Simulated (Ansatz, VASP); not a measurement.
## Two plane-wave programs on Be3H

```
CELL_PARAMETERS angstrom
4.32482 0.00000 0.00000
-2.16241 3.74540 0.00000
0.00000 0.00000 3.57779
ATOMIC_POSITIONS crystal
Be 0.04941 0.33615 0.26009
Be 0.66385 0.71326 0.26009
Be 0.28674 0.95059 0.26009
Be 0.71326 0.04941 0.73991
Be 0.33615 0.28674 0.73991
Be 0.95059 0.66385 0.73991
H 0.33333 0.66667 0.03456
H 0.66667 0.33333 0.96544
```

Alike in both runs: functional PBE; k mesh 12 × 12 × 10; occupations gaussian, width 0.1 eV; no spin polarisation.

Ansatz relaxed the structure, and its values are those at the end. VASP's run is a single point on that final structure, the one shown.

|  | VASP | Ansatz |
| --- | --- | --- |
| version | VASP 6.6.1 | Ansatz 0.2.0 |
| potentials or method | VASP PAW PBE potentials, release 64 (Be, H), cutoff 520 eV | scalar-relativistic, plane waves, PAW |
| valence electrons in the cell | 14 | 14 |

VASP gave:

| Property | Result |
| --- | --- |
| gap on the k mesh at the Fermi level (eV) | none |
| pressure (GPa) | 0.1 |

Estimate Ansatz's values.

gap on the k mesh at the Fermi level (eV): none; pressure (GPa): 0.0.

A gap of «none» marks a metal or a gap that the smearing closes.
